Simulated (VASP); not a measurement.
# PrCuAs2 (I4mm) in VASP: further runs

PrCuAs2 is run at these levels: PBE; tasks: single point, relaxation of cell and atoms.

All numbers are computed with VASP 6.6.1; they aren't measurements. Logs are shortened: lines on timing, memory, paths and dates and some standing lists are left out, and cuts for length are marked.

## Step 1: The cell of the first run

It takes space group I4mm (No. 107, tetragonal). Conventional cell: a = 5.312 Å, b = 5.312 Å, c = 6.182 Å, α = 90.00°, β = 90.00°, γ = 90.00°. Pr (site symmetry 4mm) has 6 Cu at 2.86 to 3.76 Å and 8 As at 2.96 to 3.20 Å within 3.8 Å. Within 3.8 Å of Cu (site symmetry 4mm) lie 6 Pr at 2.86 to 3.76 Å and 8 As at 2.86 to 3.34 Å. As (site symmetry 2mm) has 4 Cu at 2.86 to 3.34 Å and 4 Pr at 2.96 to 3.20 Å and 6 As at 3.09 to 3.76 Å within 3.8 Å.

The cell was generated, and may not be a known phase.

## Step 2: Single point, PBE

INCAR reads:

```
  PREC = Accurate
  ENCUT = 600
  EDIFF = 1E-6
  ISMEAR = 0
  SIGMA = 0.1
  LREAL = False
  LASPH = True
  NELM = 200
  ALGO = Normal
  ISIF = 2
  LWAVE = False
  LCHARG = False
  GGA = PE
  NBANDS = 24
  GGA_COMPAT = False
  LMAXMIX = 6
```

KPOINTS reads:

```
Automatic mesh
0
Gamma
  4 4 4
```

POSCAR reads:

```
PrCuAs2
1.0
   -2.6560342045      2.6560342045      3.0911497094
    2.6560342045     -2.6560342045      3.0911497094
    2.6560342045      2.6560342045     -3.0911497094
Pr Cu As
1 1 2
Direct
    0.3551695717      0.3551695717      0.0000000000
    0.8931733442      0.8931733442      0.0000000000
    0.0652770821      0.5652770821      0.5000000000
    0.5652770821      0.0652770821      0.5000000000
```

Potentials or basis: VASP PAW PBE potentials, release 64 (Pr_3, Cu, As), 4f in core.

Launch:

```console
> cat potpaw_PBE.64/Pr_3/POTCAR potpaw_PBE.64/Cu/POTCAR potpaw_PBE.64/As/POTCAR > POTCAR
> mpirun -np 1 vasp_std > vasp.out
```

OUTCAR:

```text
PREC = Accurate
   ENCUT = 600
   EDIFF = 1E-6
   ISMEAR = 0
   LREAL = False
   LASPH = True
   NELM = 200
   ISIF = 2
   GGA = PE

 ion  position               nearest neighbor table
   1  0.355  0.355  0.000-   2 2.86   4 2.96   3 2.96   3 2.96   4 2.96   3 3.20   4 3.20   3 3.20
                             4 3.20   2 3.33
   2  0.893  0.893  0.000-   1 2.86   1 3.33
   3  0.065  0.565  0.500-   1 2.96   1 2.96   1 3.20   1 3.20
   4  0.565  0.065  0.500-   1 2.96   1 2.96   1 3.20   1 3.20

  LATTYP: Found a body centered tetragonal cell.
 ALAT       =     5.3120684090
 C/A-ratio  =     1.1638214990

  Lattice vectors:

 A1 = (  -2.6560342045,   2.6560342045,   3.0911497094)
 A2 = (   2.6560342045,  -2.6560342045,   3.0911497094)
 A3 = (   2.6560342045,   2.6560342045,  -3.0911497094)

Analysis of symmetry for initial positions (statically):
=====================================================================
 Subroutine PRICEL returns:
 Original cell was already a primitive cell.

 Routine SETGRP: Setting up the symmetry group for a
 body centered tetragonal supercell.

 Subroutine GETGRP returns: Found  8 space group operations
 (whereof  8 operations were pure point group operations)
 out of a pool of 16 trial point group operations.

The static configuration has the point symmetry C_4v.

Analysis of symmetry for dynamics (positions and initial velocities):
=====================================================================
 Subroutine PRICEL returns:
 Original cell was already a primitive cell.

 Routine SETGRP: Setting up the symmetry group for a
 body centered tetragonal supercell.

 Subroutine GETGRP returns: Found  8 space group operations
 (whereof  8 operations were pure point group operations)
 out of a pool of 16 trial point group operations.

The dynamic configuration has the point symmetry C_4v.

 Subroutine INISYM returns: Found  8 space group operations
 (whereof  8 operations are pure point group operations),
 and found     1 'primitive' translations

----------------------------------------------------------------------------------------

                                     Primitive cell

  volume of cell :      87.2263

  direct lattice vectors                    reciprocal lattice vectors
[... 75 lines left out ...]
   LSORBIT =      F    spin-orbit coupling
   LASPH  =      T    aspherical Exc in radial PAW
   ENCUT  =  600.0 eV  44.10 Ry    6.64 a.u.   9.72  9.72  9.72*2*pi/ulx,y,z
   NELM   =    200;   NELMIN=  2; NELMDL= -5     # of ELM steps
   EDIFF  = 0.1E-05   stopping-criterion for ELM
   LREAL  =      F    real-space projection
   EDIFFG = 0.1E-04   stopping-criterion for IOM
   NSW    =      0    number of steps for IOM
   IBRION =     -1    ionic relax: 0-MD 1-quasi-New 2-CG
   NFREE  =      0    steps in history (QN), initial steepest desc. (CG)
   ISIF   =      2    stress and relaxation
   ISYM   =      2    0-nonsym 1-usesym 2-fastsym
   POTIM  = 0.5000    time-step for ionic-motion
   TEBEG  =    0.0;   TEEND  =   0.0 temperature during run
   PSTRESS=    0.0 pullay stress
   NELECT =      32.0000    total number of electrons
   NUPDOWN=      -1.0000    fix difference up-down
   EMIN   =  10.00;   EMAX   =-10.00  energy-range for DOS
   EFERMI =   0.00;   METHOD = LEGACY
   ISMEAR =     0;   SIGMA  =   0.10  broadening in eV -4-tet -1-fermi 0-gaus
   EFERMI_NEDOS =   21; number of points for ismear=-14 and -15
   IALGO  =     38    algorithm
   IMIX   =      4    mixing-type and parameters
     AMIX     =   0.40;   BMIX     =  1.00
     AMIX_MAG =   1.60;   BMIX_MAG =  1.00
  volume/ion in A,a.u.               =      21.81       147.16
  Fermi-wavevector in a.u.,A,eV,Ry     =   1.171950  2.214664 18.687146  1.373467
  Thomas-Fermi vector in A             =   2.308386
   LORBIT       =      0    0 simple, 1 ext, 2 COOP (PROOUT), +10 PAW based schemes
   GGA     = PE    functional components
   LHFCALC =     F    Hartree Fock is set to
   AEXX    =    0.0000 exact exchange contribution
   IVDW    =     0    specifies the selected vdW correction
   LEPSILON=     F    determine dielectric tensor
   LRPA    =     F    only Hartree local field effects (RPA)
 non-spin polarized calculation
 Gauss-broadening in eV      SIGMA  =   0.10
  energy-cutoff  :      600.00
  volume of cell :       87.23
 maximum number of plane-waves:      2952
 NGX is ok and might be reduce to    40
   NGX = 19   NGY = 19   NGZ = 19

 number of electron      32.0000012 magnetization

 Free energy of the ion-electron system (eV)
  ---------------------------------------------------
  ext. energy  EPLUGINS =         0.00000000
  ---------------------------------------------------
  free energy    TOTEN  =       -19.02021034 eV

  energy without entropy =      -19.01378028  energy(sigma->0) =      -19.01699531

 E-fermi :   4.9126     XC(G=0): -10.4322

 val. band max:        4.7795223036   @ k =   0.5000   0.5000   0.5000
 cond. band min:       4.9582897186   @ k =   0.2500   0.2500  -0.0000
 fundamental gap:      0.1787674150
 Fermi energy:         4.9126207800

 k-point     1 :       0.0000    0.0000    0.0000
  band No.  band energies     occupation
      1     -31.2918      2.00000
      2     -13.3360      2.00000
      3     -13.3230      2.00000
      4     -13.3230      2.00000
      5      -6.9272      2.00000
      6      -3.8802      2.00000
[... 340 lines left out ...]
     23      10.2856      0.00000
     24      10.7821      0.00000

------------------------ aborting loop because EDIFF is reached ----------------------------------------

  FORCE on cell =-STRESS in cart. coord.  units (eV):
  Direction    XX          YY          ZZ          XY          YZ          ZX
  --------------------------------------------------------------------------------------
  -------------------------------------------------------------------------------------
  Total        0.2770390      0.2770390      0.3379939      0.0000000     -0.0000000      0.0000000
  in kB        5.0886688      5.0886688      6.2082913      0.0000000     -0.0000000      0.0000000
  external PRESSURE =       5.4618763 kB  Pullay stress =       0.0000000 kB

 VOLUME and BASIS-vectors are now :
 -----------------------------------------------------------------------------
  energy-cutoff  :      600.00
  volume of cell :       87.23
      direct lattice vectors                 reciprocal lattice vectors
    -2.656034205  2.656034205  3.091149709     0.000000000  0.188250588  0.161752114
     2.656034205 -2.656034205  3.091149709     0.188250588  0.000000000  0.161752114
     2.656034205  2.656034205 -3.091149709     0.188250588  0.188250588  0.000000000

 POSITION                                       TOTAL-FORCE (eV/Angst)
 -----------------------------------------------------------------------------------
      0.00000      0.00000      2.19576        -0.000000     -0.000000      0.006333
      0.00000      0.00000      5.52187         0.000000      0.000000     -0.024726
      2.65603      0.00000      0.40356        -0.000000     -0.000000      0.009196
      0.00000      2.65603      0.40356         0.000000      0.000000      0.009196
 -----------------------------------------------------------------------------------
    total drift:                               -0.000001     -0.000001      0.000254

  FREE ENERGIE OF THE ION-ELECTRON SYSTEM (eV)
  ---------------------------------------------------
  free  energy   TOTEN  =       -19.0202103408 eV

  energy  without entropy=      -19.0137802802  energy(sigma->0) =      -19.01699531
```

It took 30 s on 1 thread of Intel Xeon 6975P-C (Granite Rapids), shared host; peak memory 0.26 GiB.

Results:

```yaml
Free_energy: -19.0202 eV
Pressure: 0.5 GPa
Largest_force: 0.025 eV/Å
Band_gap_on_the_k_mesh: zero (bands 16 and 17 overlap by 0.78 eV)
```

Forces in eV/Å, atoms in the order of the input:
```
Pr   0.000  0.000  0.006
Cu   0.000  0.000 -0.025
As   0.000  0.000  0.009
As   0.000  0.000  0.009
```

Stress tensor (GPa, compression positive):
```
0.51 0.00 0.00
0.00 0.51 0.00
0.00 0.00 0.62
```

Levels at points of the mesh, in eV from the Fermi level:
```
           k point  band 12  band 13  band 14  band 15  band 16  band 17  band 18  band 19  band 20  band 21
(0.00, 0.00, 0.00)    -1.93    -1.49    -1.49    -0.70    -0.70    -0.23     1.10     2.35     3.33     3.78
(0.50, 0.00, 0.00)    -2.47    -2.26    -2.01    -1.63    -0.46    -0.40     1.11     2.29     3.03     3.56
(0.50, 0.50, 0.00)    -2.48    -2.24    -1.68    -1.19     0.39     1.38     1.49     2.84     3.35     4.16
(0.50, 0.50, 0.50)    -2.57    -2.34    -2.12    -0.14    -0.14    -0.13     2.62     3.28     4.90     5.04
```

Caveat: the k points lie up to 0.39 Å⁻¹ apart, too coarse for converged energies and pressures of a metal; spin-orbit coupling is left out, which moves the levels of the heavy elements; the 4f electrons are frozen in the core, so they carry no moment and show no levels.

[end of part 1 of 2]

The gap in the log of VASP goes by the Fermi energy; the results here count the filled bands.